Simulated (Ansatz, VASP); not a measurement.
## One calculation of Al30Si, two programs

```xyz
31
Lattice="8.1000 0.0000 0.0000 0.0000 8.1000 0.0000 0.0000 0.0000 8.1000" Properties=species:S:1:pos:R:3 pbc="T T T"
Si    6.0794    0.0000   -2.0294
Al    6.0537    1.9770   -0.0135
Al    6.0577    0.0000    2.0197
Al   -0.0039    0.0000   -0.0138
Al    2.0421    2.0114   -0.0019
Al    4.0479    4.0500    0.0021
Al    6.0537    6.1230   -0.0135
Al    2.0430    0.0000    2.0070
Al    4.0519    2.0114    2.0079
Al    6.0786    4.0500    2.0279
Al    4.0638    0.0000    4.0539
Al    6.0789    2.0207    4.0602
Al    0.0000    4.0500    0.0017
Al    2.0421    6.0886   -0.0019
Al   -0.0040    2.0333    2.0274
Al    2.0265    4.0500    2.0235
Al    4.0519    6.0886    2.0079
Al   -0.0137    0.0000    4.0637
Al    2.0226    2.0333    4.0540
Al    4.0483    4.0500    4.0500
Al    6.0789    6.0793    4.0602
Al    2.0303    0.0000    6.0923
Al    4.0635    1.9770    6.0963
Al    6.0783    4.0500    6.0717
Al   -0.0040    6.0667    2.0274
Al   -0.0054    4.0500    4.0554
Al    2.0226    6.0667    4.0540
Al   -0.0102    2.0207    6.0711
Al    2.0221    4.0500    6.0714
Al    4.0635    6.1230    6.0963
Al   -0.0102    6.0793    6.0711
```

Alike in both runs: functional PBE; dispersion D3(BJ); k mesh 3 × 3 × 3; occupations gaussian, width 0.1 eV; no spin polarisation.

Ansatz relaxed the structure, and its values are those at the end. VASP's run is a single point on that final structure, the one shown.

|  | VASP | Ansatz |
| --- | --- | --- |
| version | VASP 6.6.1 | Ansatz 0.2.0 |
| potentials or method | VASP PAW PBE potentials, release 64 (Si, Al), cutoff 520 eV | scalar-relativistic, plane waves, PAW |
| valence electrons in the cell | 94 | 94 |

|  | VASP | Ansatz | Ansatz less VASP |
| --- | --- | --- | --- |
| rms of the force components (eV/Å) | 0.003 | 0.002 | -0.0008 |
